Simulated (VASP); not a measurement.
Runs of VASP 6.6.1 on CuAu. The structure is that of space group P4/mmm (No. 123), or close to it. The cells are those of the table. 

| cell | further INCAR settings | gap on the mesh (eV) | pressure (GPa) |
| --- | --- | --- | --- |
| a = 2.744, b = 2.744, c = 3.670 Å, 2 atoms | ALGO = Fast; EDIFF = 1e-06; NBANDS = 18 | none | (b) |
| a = 2.688, b = 2.688, c = 3.670 Å, 2 atoms | ALGO = Fast; EDIFF = 1e-06; NBANDS = 18 | none | 25.3 |
| a = 2.772, b = 2.772, c = 3.670 Å, 2 atoms | ALGO = Fast; EDIFF = 1e-06; NBANDS = 18 | none | 10.7 |
| a = 2.912, b = 2.912, c = 3.670 Å, 2 atoms | ALGO = Fast; EDIFF = 1e-07; NBANDS = 18 | none | (c) |
| a = 2.898, b = 2.898, c = 3.670 Å, 2 atoms | ALGO = Fast; EDIFF = 1e-06; NBANDS = 18 | none | -3.5 |
| a = 2.856, b = 2.856, c = 3.670 Å, 2 atoms | ALGO = Fast; EDIFF = 1e-06; NBANDS = 18 | none | 0.5 |
| a = 2.716, b = 2.716, c = 3.670 Å, 2 atoms | ALGO = Fast; EDIFF = 1e-07; NBANDS = 18 | none | 19.3 |
| a = 2.828, b = 2.828, c = 3.670 Å, 2 atoms | ALGO = Fast; EDIFF = 1e-07; NBANDS = 18 | none | (a) |

Alike in all rows: task single point; level PBE; potentials or basis VASP PAW PBE potentials, release 64 (Cu, Au); no spin polarisation; k mesh 18 × 18 × 14; cutoff (eV) 520; smearing gaussian 0.15 eV.

Q: Estimate the missing entries.

A: (a) 3.5; (b) 14.5; (c) -4.6.

Caveats: spin-orbit coupling is left out, which moves the levels of the heavy elements.

A k mesh can miss the band edges, and the runs leave out spin-orbit coupling on Au.

A gap of «none» marks levels without a gap at the run's occupations.
